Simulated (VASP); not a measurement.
# Eu (Im-3m) in VASP: a series of runs

The runs below take Eu through single point, with PBE.

Program: VASP 6.6.1. These are calculated values, not measurements. Logs are shortened: lines on timing, memory, paths and dates and some standing lists are left out, and cuts for length are marked.

## Step 1: The cell of the first run

It takes space group Im-3m (No. 229, cubic). Conventional cell: a = 4.262 Å, b = 4.262 Å, c = 4.262 Å, α = 90.00°, β = 90.00°, γ = 90.00°. Within 4.8 Å of Eu (site symmetry m-3m) lie 14 Eu at 3.69 to 4.26 Å.

## Step 2: Single point, PBE, collinear spin, ferromagnetic start (38.71 Å³/atom)

Contents of INCAR:

```
PREC = Accurate ; ENCUT = 520
EDIFF = 1E-7 ; ISMEAR = 0
SIGMA = 0.05 ; LREAL = False
LASPH = True ; NELM = 150
ALGO = Normal ; ISIF = 2
LWAVE = False ; LCHARG = False
ISPIN = 2 ; MAGMOM = 7.68
LORBIT = 11 ; LMAXMIX = 6
GGA = PE ; NBANDS = 18
```

Contents of KPOINTS:

```
regular mesh
0
Gamma
  14 14 14
```

Contents of POSCAR:

```
Eu
1.0
   -2.1309832627      2.1309832627      2.1309832627
    2.1309832627     -2.1309832627      2.1309832627
    2.1309832627      2.1309832627     -2.1309832627
Eu
1
Direct
    0.0000000000      0.0000000000      0.0000000000
```

Potentials or basis: VASP PAW PBE potentials, release 64 (Eu).

The run is started by

```console
> cat potpaw_PBE.64/Eu/POTCAR > POTCAR
> mpirun -np 1 vasp_std > vasp.out
```

OUTCAR:

```text
PREC = Accurate
   ENCUT = 520
   EDIFF = 1E-7
   ISMEAR = 0
   LREAL = False
   LASPH = True
   NELM = 150
   ISIF = 2
   ISPIN = 2
   LORBIT = 11
   GGA = PE

 ion  position               nearest neighbor table
   1  0.000  0.000  0.000-

  LATTYP: Found a body centered cubic cell.
 ALAT       =     4.2619665254

  Lattice vectors:

 A1 = (  -2.1309832627,   2.1309832627,   2.1309832627)
 A2 = (   2.1309832627,  -2.1309832627,   2.1309832627)
 A3 = (   2.1309832627,   2.1309832627,  -2.1309832627)

Analysis of symmetry for initial positions (statically):
=====================================================================
 Subroutine PRICEL returns:
 Original cell was already a primitive cell.

 Routine SETGRP: Setting up the symmetry group for a
 body centered cubic supercell.

 Subroutine GETGRP returns: Found 48 space group operations
 (whereof 48 operations were pure point group operations)
 out of a pool of 48 trial point group operations.

The static configuration has the point symmetry O_h .

Analysis of symmetry for dynamics (positions and initial velocities):
=====================================================================
 Subroutine PRICEL returns:
 Original cell was already a primitive cell.

 Routine SETGRP: Setting up the symmetry group for a
 body centered cubic supercell.

 Subroutine GETGRP returns: Found 48 space group operations
 (whereof 48 operations were pure point group operations)
 out of a pool of 48 trial point group operations.

The dynamic configuration has the point symmetry O_h .

Analysis of structural, dynamic, and magnetic symmetry:
=====================================================================
 Subroutine PRICEL returns:
 Original cell was already a primitive cell.

 Routine SETGRP: Setting up the symmetry group for a
 body centered cubic supercell.

 Subroutine GETGRP returns: Found 48 space group operations
 (whereof 48 operations were pure point group operations)
 out of a pool of 48 trial point group operations.

The overall configuration has the point symmetry O_h .

 Subroutine INISYM returns: Found 48 space group operations
 (whereof 48 operations are pure point group operations),
 and found     1 'primitive' translations

----------------------------------------------------------------------------------------

                                     Primitive cell

  volume of cell :      38.7079

  direct lattice vectors                    reciprocal lattice vectors
    -2.130983263  2.130983263  2.130983263     0.000000000  0.234633471  0.234633471
     2.130983263 -2.130983263  2.130983263     0.234633471  0.000000000  0.234633471
     2.130983263  2.130983263 -2.130983263     0.234633471  0.234633471  0.000000000

  length of vectors
     3.690971281  3.690971281  3.690971281     0.331821837  0.331821837  0.331821837

  position of ions in fractional coordinates (direct lattice)
     0.000000000  0.000000000  0.000000000

  ion indices of the primitive-cell ions
   primitive index   ion index
                 1           1

----------------------------------------------------------------------------------------

 KPOINTS: regular mesh

Automatic generation of k-mesh.
 Grid dimensions read from file:
 generate k-points for:   14   14   14

 Generating k-lattice:

  Cartesian coordinates                     Fractional coordinates (reciprocal lattice)
     0.000000000  0.016759534  0.016759534     0.071428571  0.000000000  0.000000000
     0.016759534  0.000000000  0.016759534     0.000000000  0.071428571  0.000000000
     0.016759534  0.016759534  0.000000000     0.000000000  0.000000000  0.071428571

  Length of vectors
     0.023701560  0.023701560  0.023701560

  Shift w.r.t. Gamma in fractional coordinates (k-lattice)
     0.000000000  0.000000000  0.000000000

 Subroutine IBZKPT returns following result:
 ===========================================

 Found    104 irreducible k-points:

 Following reciprocal coordinates:
            Coordinates               Weight
  0.000000  0.000000  0.000000      1.000000
  0.071429  0.000000  0.000000     12.000000
  0.142857  0.000000  0.000000     12.000000
  0.214286  0.000000  0.000000     12.000000
  0.285714  0.000000  0.000000     12.000000
  0.357143  0.000000  0.000000     12.000000
[... 16 lines left out ...]
  0.285714  0.285714  0.000000     24.000000
  0.357143  0.285714  0.000000     24.000000
 [... further k-points ...]
   k-points           NKPTS =    104   k-points in BZ     NKDIM =    104   number of bands    NBANDS=     18
   number of dos      NEDOS =    301   number of ions     NIONS =      1
   total plane-waves  NPLWV =  21952
   dimension x,y,z NGX =    28 NGY =   28 NGZ =   28
   dimension x,y,z NGXF=    56 NGYF=   56 NGZF=   56
   ions per type =               1
   NGX,Y,Z   is equivalent  to a cutoff of  12.61, 12.61, 12.61 a.u.
   NGXF,Y,Z  is equivalent  to a cutoff of  25.22, 25.22, 25.22 a.u.
 SYSTEM =  unknown system
   PREC   = accura    normal or accurate (medium, high low for compatibility)
   ISTART =      0    job   : 0-new  1-cont  2-samecut
   ICHARG =      2    charge: 1-file 2-atom 10-const
   ISPIN  =      2    spin polarized calculation?
   LNONCOLLINEAR =      F non collinear calculations
   LSORBIT =      F    spin-orbit coupling
   LASPH  =      T    aspherical Exc in radial PAW
   ENCUT  =  520.0 eV  38.22 Ry    6.18 a.u.   6.86  6.86  6.86*2*pi/ulx,y,z
   NELM   =    150;   NELMIN=  2; NELMDL= -5     # of ELM steps
   EDIFF  = 0.1E-06   stopping-criterion for ELM
   LREAL  =      F    real-space projection
   EDIFFG = 0.1E-05   stopping-criterion for IOM
   NSW    =      0    number of steps for IOM
   IBRION =     -1    ionic relax: 0-MD 1-quasi-New 2-CG
   NFREE  =      0    steps in history (QN), initial steepest desc. (CG)
   ISIF   =      2    stress and relaxation
   ISYM   =      2    0-nonsym 1-usesym 2-fastsym
   POTIM  = 0.5000    time-step for ionic-motion
   TEBEG  =    0.0;   TEEND  =   0.0 temperature during run
   PSTRESS=    0.0 pullay stress
   NELECT =      17.0000    total number of electrons
   NUPDOWN=      -1.0000    fix difference up-down
   EMIN   =  10.00;   EMAX   =-10.00  energy-range for DOS
   EFERMI =   0.00;   METHOD = LEGACY
   ISMEAR =     0;   SIGMA  =   0.05  broadening in eV -4-tet -1-fermi 0-gaus
   EFERMI_NEDOS =   21; number of points for ismear=-14 and -15
   IALGO  =     38    algorithm
   IMIX   =      4    mixing-type and parameters
     AMIX     =   0.40;   BMIX     =  1.00
     AMIX_MAG =   1.60;   BMIX_MAG =  1.00
  volume/ion in A,a.u.               =      38.71       261.21
  Fermi-wavevector in a.u.,A,eV,Ry     =   1.244394  2.351563 21.068832  1.548515
  Thomas-Fermi vector in A             =   2.378662
   LORBIT       =     11    0 simple, 1 ext, 2 COOP (PROOUT), +10 PAW based schemes
   GGA     = PE    functional components
   LHFCALC =     F    Hartree Fock is set to
   AEXX    =    0.0000 exact exchange contribution
   IVDW    =     0    specifies the selected vdW correction
   LEPSILON=     F    determine dielectric tensor
   LRPA    =     F    only Hartree local field effects (RPA)
 spin polarized calculation
 Gauss-broadening in eV      SIGMA  =   0.05
  energy-cutoff  :      520.00
  volume of cell :       38.71
 maximum number of plane-waves:      1055
   NGX = 13   NGY = 13   NGZ = 13

 number of electron      17.0000006 magnetization       7.2085897

 Free energy of the ion-electron system (eV)
  ---------------------------------------------------
  ext. energy  EPLUGINS =         0.00000000
  ---------------------------------------------------
  free energy    TOTEN  =       -11.42924475 eV

  energy without entropy =      -11.42786348  energy(sigma->0) =      -11.42855411

 E-fermi :   2.4136     XC(G=0):  -9.1720

 val. band max:        2.3899225813   @ k =  -0.3571   0.5000   0.1429
 cond. band min:       2.4248095123   @ k =   0.3571   0.1429   0.1429
 fundamental gap:      0.0348869310
 Fermi energy:         2.4136311328

 spin component 1

 k-point     1 :       0.0000    0.0000    0.0000
  band No.  band energies     occupation
      1     -39.1535      1.00000
      2     -17.6362      1.00000
      3     -17.6362      1.00000
      4     -17.6362      1.00000
      5      -2.0447      1.00000
      6       1.8848      1.00000
[... 10 lines left out ...]
     17       6.1965      0.00000
     18      12.3264      0.00000

 k-point     2 :       0.0714    0.0000    0.0000
  band No.  band energies     occupation
      1     -39.1510      1.00000
      2     -17.6667      1.00000
      3     -17.6456      1.00000
      4     -17.6363      1.00000
      5      -1.9146      1.00000
      6       1.8828      1.00000
[... 10 lines left out ...]
     17       6.2026      0.00000
     18      12.4521      0.00000
[... 442 lines left out ...]
 k-point    24 :       0.3571    0.2857    0.0000
  band No.  band energies     occupation
      1     -39.0971      1.00000
      2     -18.0779      1.00000
      3     -17.9892      1.00000
      4     -17.7080      1.00000
      5       1.6195      1.00000
      6       1.8839      1.00000
[... 10 lines left out ...]
     17       8.4754      0.00000
     18      10.2124      0.00000

 [... further k-points ...]

 spin component 2

 k-point     1 :       0.0000    0.0000    0.0000
  band No.  band energies     occupation
      1     -36.0497      1.00000
      2     -15.3172      1.00000
      3     -15.3172      1.00000
      4     -15.3172      1.00000
      5      -1.2837      1.00000
      6       5.3270      0.00000
[... 10 lines left out ...]
     17       7.2840      0.00000
     18      13.4005      0.00000

 k-point     2 :       0.0714    0.0000    0.0000
  band No.  band energies     occupation
      1     -36.0465      1.00000
      2     -15.3558      1.00000
      3     -15.3287      1.00000
      4     -15.3175      1.00000
      5      -1.1467      1.00000
      6       5.1816      0.00000
[... 10 lines left out ...]
     17       7.3586      0.00000
     18      13.5256      0.00000
[... 442 lines left out ...]
 k-point    24 :       0.3571    0.2857    0.0000
  band No.  band energies     occupation
      1     -35.9770      1.00000
      2     -15.8653      1.00000
      3     -15.7551      1.00000
      4     -15.4063      1.00000
      5       2.6518      0.00000
      6       3.3776      0.00000
[... 10 lines left out ...]
     17       9.8402      0.00000
     18      11.5499      0.00000

 [... further k-points ...]

------------------------ aborting loop because EDIFF is reached ----------------------------------------

  FORCE on cell =-STRESS in cart. coord.  units (eV):
  Direction    XX          YY          ZZ          XY          YZ          ZX
  --------------------------------------------------------------------------------------
  -------------------------------------------------------------------------------------
  Total        0.2634135      0.2634135      0.2634135      0.0000000      0.0000000      0.0000000
  in kB       10.9030633     10.9030633     10.9030633      0.0000000      0.0000000      0.0000000
  external PRESSURE =      10.9030633 kB  Pullay stress =       0.0000000 kB

 VOLUME and BASIS-vectors are now :
 -----------------------------------------------------------------------------
  energy-cutoff  :      520.00
  volume of cell :       38.71
      direct lattice vectors                 reciprocal lattice vectors
    -2.130983263  2.130983263  2.130983263     0.000000000  0.234633471  0.234633471
     2.130983263 -2.130983263  2.130983263     0.234633471  0.000000000  0.234633471
     2.130983263  2.130983263 -2.130983263     0.234633471  0.234633471  0.000000000

 POSITION                                       TOTAL-FORCE (eV/Angst)
 -----------------------------------------------------------------------------------
      0.00000      0.00000      0.00000         0.000000      0.000000     -0.000000
 -----------------------------------------------------------------------------------
    total drift:                                0.000000      0.000000      0.000000

  FREE ENERGIE OF THE ION-ELECTRON SYSTEM (eV)
  ---------------------------------------------------
  free  energy   TOTEN  =       -11.4292447498 eV

  energy  without entropy=      -11.4278634750  energy(sigma->0) =      -11.42855411

 total charge

# of ion       s       p       d       f       tot
--------------------------------------------------
    1        2.090   5.705   0.332   6.622  14.748

 magnetization (x)

# of ion       s       p       d       f       tot
--------------------------------------------------
    1       -0.003  -0.094   0.126   6.618   6.647
```

Wall time 6.4 min (1 thread of Oxide Virtual Turin-like, shared host); peak memory 0.24 GiB.

Results:

| Quantity | Value |
| --- | --- |
| Free energy | -11.4292 eV |
| Pressure | 1.1 GPa |
| Net moment | 7.21 μB per cell |
| Site moments | Eu +6.65 μB |
| Valence electrons inside the program's atomic spheres | Eu 14.75 |

Caveat: spin-orbit coupling is left out, which moves the levels of the heavy elements; semilocal functionals describe open f shells poorly, which spoils levels, moments and volumes.

(Continued in part 2 of 2.)
